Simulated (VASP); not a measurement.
# TaAs (I4_1md) in VASP: relaxation of the atoms with PBE

Aim: the relaxation of the atoms of TaAs with PBE.

Program: VASP 6.6.1. These are calculated values, not measurements. Logs are shortened: lines on timing, memory, paths and dates and some standing lists are left out, and cuts for length are marked.

### Step 1. The cell of the first run

It takes space group I4_1md (No. 109, tetragonal). Conventional cell: a = 3.444 Å, b = 3.444 Å, c = 11.736 Å, α = 90.00°, β = 90.00°, γ = 90.00°. Ta (site symmetry 2mm) has 6 As at 2.61 to 2.62 Å and 8 Ta at 3.40 to 3.44 Å within 3.5 Å. Within 3.5 Å of As (site symmetry 2mm) lie 6 Ta at 2.61 to 2.62 Å and 8 As at 3.40 to 3.44 Å.

### Step 2. Relaxation of the atoms, PBE

INCAR reads:

```
SYSTEM = TaAs
ALGO = Normal
EDIFF = 1E-6
EDIFFG = -0.003
ENCUT = 520
GGA = PE
IBRION = 2
ISIF = 2
ISMEAR = 0
LASPH = .TRUE.
LCHARG = .FALSE.
LREAL = .FALSE.
LWAVE = .FALSE.
NELM = 80
NSW = 80
PREC = Accurate
SIGMA = 0.05
```

KPOINTS reads:

```
k-points
0
G
  9 9 9
  0 0 0
```

POSCAR reads:

```
TaAs
1.0
   -1.7218133622      1.7218133622      5.8679415361
    1.7218133622     -1.7218133622      5.8679415361
    1.7218133622      1.7218133622     -5.8679415361
Ta As
2 2
Direct
    0.2499673000      0.7499673000      0.5000000000
    0.4999673000      0.4999673000      0.0000000000
    0.8326321200      0.3326321200      0.5000000000
    0.0826321200      0.0826321200      0.0000000000
```

Potentials or basis: VASP PAW PBE potentials, release 64 (Ta_pv, As).

Launch:

```sh
$ cat potpaw_PBE.64/Ta_pv/POTCAR potpaw_PBE.64/As/POTCAR > POTCAR
$ mpirun -np 1 vasp_std > vasp.out
```

OUTCAR:

```text
SYSTEM = TaAs
   EDIFF = 1E-6
   EDIFFG = -0.003
   ENCUT = 520
   GGA = PE
   IBRION = 2
   ISIF = 2
   ISMEAR = 0
   LASPH = .TRUE.
   LREAL = .FALSE.
   NELM = 80
   NSW = 80
   PREC = Accurate

 ion  position               nearest neighbor table
   1  0.250  0.750  0.500-   4 2.61   4 2.61   3 2.62   3 2.62   3 2.62   3 2.62   2 3.40   2 3.40
                             2 3.40   2 3.40
   2  0.500  0.500  0.000-   3 2.61   3 2.61   4 2.62   4 2.62   4 2.62   4 2.62   1 3.40   1 3.40
                             1 3.40   1 3.40
   3  0.833  0.333  0.500-   2 2.61   2 2.61   1 2.62   1 2.62   1 2.62   1 2.62
   4  0.083  0.083  0.000-   1 2.61   1 2.61   2 2.62   2 2.62   2 2.62   2 2.62

  LATTYP: Found a body centered tetragonal cell.
 ALAT       =     3.4436267244
 C/A-ratio  =     3.4080009279

  Lattice vectors:

 A1 = (  -1.7218133622,   1.7218133622,   5.8679415361)
 A2 = (   1.7218133622,  -1.7218133622,   5.8679415361)
 A3 = (   1.7218133622,   1.7218133622,  -5.8679415361)

Analysis of symmetry for initial positions (statically):
=====================================================================
 Subroutine PRICEL returns:
 Original cell was already a primitive cell.

 Routine SETGRP: Setting up the symmetry group for a
 body centered tetragonal supercell.

 Subroutine GETGRP returns: Found  8 space group operations
 (whereof  4 operations were pure point group operations)
 out of a pool of 16 trial point group operations.

The static configuration has the point symmetry C_2v.
 The point group associated with its full space group is C_4v.

Analysis of symmetry for dynamics (positions and initial velocities):
=====================================================================
 Subroutine PRICEL returns:
 Original cell was already a primitive cell.

 Routine SETGRP: Setting up the symmetry group for a
 body centered tetragonal supercell.

 Subroutine GETGRP returns: Found  8 space group operations
 (whereof  4 operations were pure point group operations)
 out of a pool of 16 trial point group operations.

The dynamic configuration has the point symmetry C_2v.
 The point group associated with its full space group is C_4v.

 Subroutine INISYM returns: Found  8 space group operations
 (whereof  4 operations are pure point group operations),
 and found     1 'primitive' translations

----------------------------------------------------------------------------------------

                                     Primitive cell

  volume of cell :      69.5854

  direct lattice vectors                    reciprocal lattice vectors
    -1.721813362  1.721813362  5.867941536     0.000000000  0.290391520  0.085208756
     1.721813362 -1.721813362  5.867941536     0.290391520  0.000000000  0.085208756
     1.721813362  1.721813362 -5.867941536     0.290391520  0.290391520  0.000000000

  length of vectors
     6.353111079  6.353111079  6.353111079     0.302634709  0.302634709  0.410675626

  position of ions in fractional coordinates (direct lattice)
     0.249967300  0.749967300  0.500000000
     0.499967300  0.499967300  0.000000000
     0.832632120  0.332632120  0.500000000
     0.082632120  0.082632120  0.000000000

  ion indices of the primitive-cell ions
   primitive index   ion index
                 1           1
                 2           2
                 3           3
                 4           4

----------------------------------------------------------------------------------------

 KPOINTS: k-points

Automatic generation of k-mesh.
 Grid dimensions read from file:
 generate k-points for:    9    9    9

 Generating k-lattice:

  Cartesian coordinates                     Fractional coordinates (reciprocal lattice)
     0.000000000  0.032265724  0.009467640     0.111111111  0.000000000  0.000000000
     0.032265724  0.000000000  0.009467640     0.000000000  0.111111111  0.000000000
     0.032265724  0.032265724  0.000000000     0.000000000  0.000000000  0.111111111

  Length of vectors
     0.033626079  0.033626079  0.045630625

  Shift w.r.t. Gamma in fractional coordinates (k-lattice)
     0.000000000  0.000000000  0.000000000

 Subroutine IBZKPT returns following result:
 ===========================================

 Found     75 irreducible k-points:

 Following reciprocal coordinates:
            Coordinates               Weight
  0.000000  0.000000  0.000000      1.000000
  0.111111 -0.000000  0.000000      8.000000
  0.222222  0.000000 -0.000000      8.000000
  0.333333 -0.000000  0.000000      8.000000
  0.444444  0.000000 -0.000000      8.000000
  0.111111  0.111111  0.000000      8.000000
[... 16 lines left out ...]
 -0.333333  0.333333  0.000000      4.000000
  0.444444  0.444444 -0.000000      8.000000
 [... further k-points ...]
   k-points           NKPTS =     75   k-points in BZ     NKDIM =     75   number of bands    NBANDS=     20
   number of dos      NEDOS =    301   number of ions     NIONS =      4
   total plane-waves  NPLWV = 110592
   dimension x,y,z NGX =    48 NGY =   48 NGZ =   48
   dimension x,y,z NGXF=    96 NGYF=   96 NGZF=   96
   ions per type =               2   2
   NGX,Y,Z   is equivalent  to a cutoff of  12.56, 12.56, 12.56 a.u.
   NGXF,Y,Z  is equivalent  to a cutoff of  25.12, 25.12, 25.12 a.u.
 SYSTEM =  TaAs
   PREC   = accura    normal or accurate (medium, high low for compatibility)
   ISTART =      0    job   : 0-new  1-cont  2-samecut
   ICHARG =      2    charge: 1-file 2-atom 10-const
   ISPIN  =      1    spin polarized calculation?
   LNONCOLLINEAR =      F non collinear calculations
   LSORBIT =      F    spin-orbit coupling
   LASPH  =      T    aspherical Exc in radial PAW
   ENCUT  =  520.0 eV  38.22 Ry    6.18 a.u.  11.81 11.81 11.81*2*pi/ulx,y,z
   NELM   =     80;   NELMIN=  2; NELMDL= -5     # of ELM steps
   EDIFF  = 0.1E-05   stopping-criterion for ELM
   LREAL  =      F    real-space projection
   EDIFFG = -.3E-02   stopping-criterion for IOM
   NSW    =     80    number of steps for IOM
   IBRION =      2    ionic relax: 0-MD 1-quasi-New 2-CG
   NFREE  =      1    steps in history (QN), initial steepest desc. (CG)
   ISIF   =      2    stress and relaxation
   ISYM   =      2    0-nonsym 1-usesym 2-fastsym
   POTIM  = 0.5000    time-step for ionic-motion
   TEBEG  =    0.0;   TEEND  =   0.0 temperature during run
   PSTRESS=    0.0 pullay stress
   NELECT =      32.0000    total number of electrons
   NUPDOWN=      -1.0000    fix difference up-down
   EMIN   =  10.00;   EMAX   =-10.00  energy-range for DOS
   EFERMI =   0.00;   METHOD = LEGACY
   ISMEAR =     0;   SIGMA  =   0.05  broadening in eV -4-tet -1-fermi 0-gaus
   EFERMI_NEDOS =   21; number of points for ismear=-14 and -15
   IALGO  =     38    algorithm
   IMIX   =      4    mixing-type and parameters
     AMIX     =   0.40;   BMIX     =  1.00
     AMIX_MAG =   1.60;   BMIX_MAG =  1.00
  volume/ion in A,a.u.               =      17.40       117.40
  Fermi-wavevector in a.u.,A,eV,Ry     =   1.263627  2.387909 21.725142  1.596753
  Thomas-Fermi vector in A             =   2.396974
   LORBIT       =      0    0 simple, 1 ext, 2 COOP (PROOUT), +10 PAW based schemes
   GGA     = PE    functional components
   LHFCALC =     F    Hartree Fock is set to
   AEXX    =    0.0000 exact exchange contribution
   IVDW    =     0    specifies the selected vdW correction
   LEPSILON=     F    determine dielectric tensor
   LRPA    =     F    only Hartree local field effects (RPA)
 conjugate gradient relaxation of ions
 non-spin polarized calculation
 Gauss-broadening in eV      SIGMA  =   0.05
  energy-cutoff  :      520.00
  volume of cell :       69.59
 maximum number of plane-waves:      1893
   NGX = 23   NGY = 23   NGZ = 23

--------------------------------------- Ionic step        1  -------------------------------------------

 number of electron      32.0000002 magnetization

 Free energy of the ion-electron system (eV)
  ---------------------------------------------------
  ext. energy  EPLUGINS =         0.00000000
  ---------------------------------------------------
  free energy    TOTEN  =       -35.09931204 eV

  energy without entropy =      -35.09810553  energy(sigma->0) =      -35.09870879

------------------------ aborting loop because EDIFF is reached ----------------------------------------

  FORCE on cell =-STRESS in cart. coord.  units (eV):
  Direction    XX          YY          ZZ          XY          YZ          ZX
  --------------------------------------------------------------------------------------
  -------------------------------------------------------------------------------------
  Total        1.2765917      1.2765917      0.8643868      0.0000000      0.0000000      0.0000000
  in kB       29.3930530     29.3930530     19.9021864      0.0000000      0.0000000      0.0000000
  external PRESSURE =      26.2294308 kB  Pullay stress =       0.0000000 kB

 VOLUME and BASIS-vectors are now :
 -----------------------------------------------------------------------------
  energy-cutoff  :      520.00
  volume of cell :       69.59
      direct lattice vectors                 reciprocal lattice vectors
    -1.721813362  1.721813362  5.867941536     0.000000000  0.290391520  0.085208756
     1.721813362 -1.721813362  5.867941536     0.290391520  0.000000000  0.085208756
     1.721813362  1.721813362 -5.867941536     0.290391520  0.290391520  0.000000000
[... 39 lines left out ...]
 POSITION                                       TOTAL-FORCE (eV/Angst)
 -----------------------------------------------------------------------------------
      1.72181      0.00000      2.93468         0.000000      0.000000     -0.003489
      1.72181      1.72181      0.00071         0.000000      0.000000     -0.003489
     -0.00000      1.72181      3.90263        -0.000000      0.000000      0.003489
      1.72181      1.72181     -4.89928         0.000000     -0.000000      0.003489
 -----------------------------------------------------------------------------------
    total drift:                                0.000000      0.000000      0.000195

  FREE ENERGIE OF THE ION-ELECTRON SYSTEM (eV)
  ---------------------------------------------------
  free  energy   TOTEN  =       -35.0993536267 eV

  energy  without entropy=      -35.0981432804  energy(sigma->0) =      -35.09874845

--------------------------------------- Ionic step        3  -------------------------------------------

 number of electron      32.0000002 magnetization

 Free energy of the ion-electron system (eV)
  ---------------------------------------------------
  ext. energy  EPLUGINS =         0.00000000
  ---------------------------------------------------
  free energy    TOTEN  =       -35.09935474 eV

  energy without entropy =      -35.09814495  energy(sigma->0) =      -35.09874985

 E-fermi :   6.9813     XC(G=0): -11.9088

 val. band max:        6.9577172176   @ k =  -0.1111  -0.4444   0.1111
 cond. band min:       6.9823427177   @ k =  -0.3333   0.4444   0.3333
 fundamental gap:      0.0246255001
 Fermi energy:         6.9812760355

 k-point     1 :       0.0000    0.0000    0.0000
  band No.  band energies     occupation
      1     -28.0095      2.00000
      2     -27.9668      2.00000
      3     -27.9668      2.00000
      4     -27.8202      2.00000
      5     -27.8202      2.00000
      6     -27.7734      2.00000
[... 12 lines left out ...]
     19       9.3053      0.00000
     20      10.0741      0.00000
[... 507 lines left out ...]
 k-point    24 :       0.4444    0.4444   -0.0000
  band No.  band energies     occupation
      1     -28.1066      2.00000
      2     -28.1063      2.00000
      3     -27.9475      2.00000
      4     -27.9469      2.00000
      5     -27.8423      2.00000
      6     -27.8364      2.00000
[... 12 lines left out ...]
     19       9.9010      0.00000
     20       9.9371      0.00000

 [... further k-points ...]

------------------------ aborting loop because EDIFF is reached ----------------------------------------

  FORCE on cell =-STRESS in cart. coord.  units (eV):
  Direction    XX          YY          ZZ          XY          YZ          ZX
  --------------------------------------------------------------------------------------
  -------------------------------------------------------------------------------------
  Total        1.2897138      1.2897138      0.8335902      0.0000000      0.0000000      0.0000000
  in kB       29.6951828     29.6951828     19.1931061      0.0000000      0.0000000      0.0000000
  external PRESSURE =      26.1944906 kB  Pullay stress =       0.0000000 kB

 VOLUME and BASIS-vectors are now :
 -----------------------------------------------------------------------------
  energy-cutoff  :      520.00
  volume of cell :       69.59
      direct lattice vectors                 reciprocal lattice vectors
    -1.721813362  1.721813362  5.867941536     0.000000000  0.290391520  0.085208756
     1.721813362 -1.721813362  5.867941536     0.290391520  0.000000000  0.085208756
     1.721813362  1.721813362 -5.867941536     0.290391520  0.290391520  0.000000000

 POSITION                                       TOTAL-FORCE (eV/Angst)
 -----------------------------------------------------------------------------------
      1.72181      0.00000      2.93454        -0.000000     -0.000000      0.000042
      0.00000      0.00000      5.86851         0.000000      0.000000      0.000042
     -0.00000      1.72181      3.90278         0.000000      0.000000     -0.000042
      0.00000      0.00000      0.96881        -0.000000     -0.000000     -0.000042
 -----------------------------------------------------------------------------------
    total drift:                                0.000000      0.000000      0.000484

  FREE ENERGIE OF THE ION-ELECTRON SYSTEM (eV)
  ---------------------------------------------------
  free  energy   TOTEN  =       -35.0993547447 eV

  energy  without entropy=      -35.0981449531  energy(sigma->0) =      -35.09874985

 reached required accuracy - stopping structural energy minimisation
```

Run time: 4.2 min. Hardware: 1 thread of Intel Xeon Platinum 8259CL at 2.50GHz (Skylake/Cascade Lake), shared host; peak memory 0.38 GiB.

What came out:

```
Free energy               : -35.0994 eV
Energy gained by relaxing : 0.0 meV/atom
Ionic steps               : 3
Pressure after relaxing   : 2.6 GPa
Band gap on the k mesh    : 0.01 eV (least direct gap 0.04 eV)
```

Final structure:
```
Ta As
1.0
    -1.72181    1.72181    5.86794
     1.72181   -1.72181    5.86794
     1.72181    1.72181   -5.86794
Ta As
2 2
Direct
  0.25005 0.75005 0.50000
  0.50005 0.50005 0.00000
  0.83255 0.33255 0.50000
  0.08255 0.08255 0.00000
```

Caveat: spin-orbit coupling is left out, which moves the levels of the heavy elements. A k mesh can miss the band edges.
